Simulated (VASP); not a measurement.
A run of VASP 6.6.1 is set up as follows.

Contents of INCAR:

```
PREC = Accurate
ENCUT = 520
EDIFF = 1E-6
ISMEAR = 0
SIGMA = 0.1
LREAL = F
LASPH = T
NELM = 100
ALGO = Normal
ISIF = 2
LWAVE = F
LCHARG = F
LDIPOL = T
IDIPOL = 3
DIPOL = 0.5 0.5 0.359
GGA = PE
IBRION = 2
NSW = 36
EDIFFG = -0.025
```

File KPOINTS:

```
regular mesh
0
Gamma
  9 9 1
```

The input POSCAR:

```
Ti3H
1.0
    2.9075446931      0.0000000000      0.0000000000
   -1.4537723466      2.5180075669      0.0000000000
    0.0000000000      0.0000000000     19.9935258482
Ti H
3 1
Selective dynamics
Direct
    0.6666666667      0.3333333333      0.2000647625  F F F
    0.3333333333      0.6666666667      0.3124429306  F F F
    0.0000000000      0.0000000000      0.4248138079  F F F
    0.3333333333      0.1666666667      0.5004172753  F F T
```

Potentials or basis: VASP PAW PBE potentials, release 64 (Ti_sv, H).

The run is started by

```bash
$ cat potpaw_PBE.64/Ti_sv/POTCAR potpaw_PBE.64/H/POTCAR > POTCAR
$ mpirun -np 1 vasp_std > vasp.out
```

Task: What does it give for the band gap on the k mesh?

Result: Zero (an odd number of electrons rules out a gap without spin polarisation).

Task: What does it give for the energy gained by relaxing?

Result: 0.1 meV/atom.

Final structure:
```cif
data_structure
_symmetry_space_group_name_H-M 'P 1'
_symmetry_Int_Tables_number 1
_cell_length_a 2.9075
_cell_length_b 2.9075
_cell_length_c 19.9935
_cell_angle_alpha 90.000
_cell_angle_beta 90.000
_cell_angle_gamma 120.000
_cell_volume 146.38
loop_
_atom_site_label
_atom_site_type_symbol
_atom_site_fract_x
_atom_site_fract_y
_atom_site_fract_z
_atom_site_occupancy
Ti1 Ti 0.66667 0.33333 0.20006 1
Ti2 Ti 0.33333 0.66667 0.31244 1
Ti3 Ti 0.00000 0.00000 0.42481 1
H1 H 0.33333 0.16667 0.50098 1
```
